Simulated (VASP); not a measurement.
Write the native input for VASP 6.6.1 that does the following.

```
Task                   : single point
Functional             : LDA
Potentials or basis    : VASP PAW LDA potentials, release 64 (Co_sv)
Cutoff                 : 690 eV
k mesh                 : 6 × 6 × 6
Occupations            : fermi-dirac, width 0.15 eV
Spin                   : collinear spin, ferromagnetic start
Starting moments       : [1.8, 1.8, 1.8, 1.8, 1.8, 1.8] μB
Dipole correction      : no
Further INCAR settings : ALGO = Normal; EDIFF = 1e-06; NBANDS = 64
```

The structure of Co lies in POSCAR:

```
Co
1.0
    0.0000000000      3.1738886696      3.1738886696
    3.1738886696      0.0000000000      3.1738886696
    3.1738886696      3.1738886696      0.0000000000
Co
6
Direct
    0.2500000000      0.2500000000      0.2500000000
    0.0000000000      0.0000000000      0.0000000000
    0.6250000000      0.6250000000      0.1250000000
    0.6250000000      0.1250000000      0.6250000000
    0.1250000000      0.6250000000      0.6250000000
    0.6250000000      0.6250000000      0.6250000000
```

This isn't the form of Co at room conditions, which is hcp.

The input as run:

INCAR

```
SYSTEM = Co
  ALGO = Normal
  EDIFF = 1E-6
  ENCUT = 690
  GGA_COMPAT = .FALSE.
  ISIF = 2
  ISMEAR = -1
  ISPIN = 2
  LASPH = .TRUE.
  LCHARG = .FALSE.
  LMAXMIX = 4
  LORBIT = 11
  LREAL = .FALSE.
  LWAVE = .FALSE.
  MAGMOM = 1.8 1.8 1.8 1.8 1.8 1.8
  NBANDS = 64
  NELM = 200
  PREC = Accurate
  SIGMA = 0.15
```

KPOINTS

```
k-points
0
G
  6 6 6
  0 0 0
```

Potentials or basis: VASP PAW LDA potentials, release 64 (Co_sv).

The run is started by

```sh
$ cat potpaw_LDA.64/Co_sv/POTCAR > POTCAR
$ mpirun -np 1 vasp_std > vasp.out
```

Results of the run:

```yaml
Pressure: -4.3 GPa
Net_moment: 8.75 μB per cell
Site_moments: Co +1.67, +1.39 (each value once) μB
Valence_electrons_inside_the_program's_atomic_spheres: Co 14.99, 15.19 (each value once)
```

Caveat: the cell stands under tension.

Wall time 2.9 min on 1 thread of Intel(R) Xeon(R) Platinum 8559C (Emerald Rapids), on a shared host, peak memory 0.27 GiB.
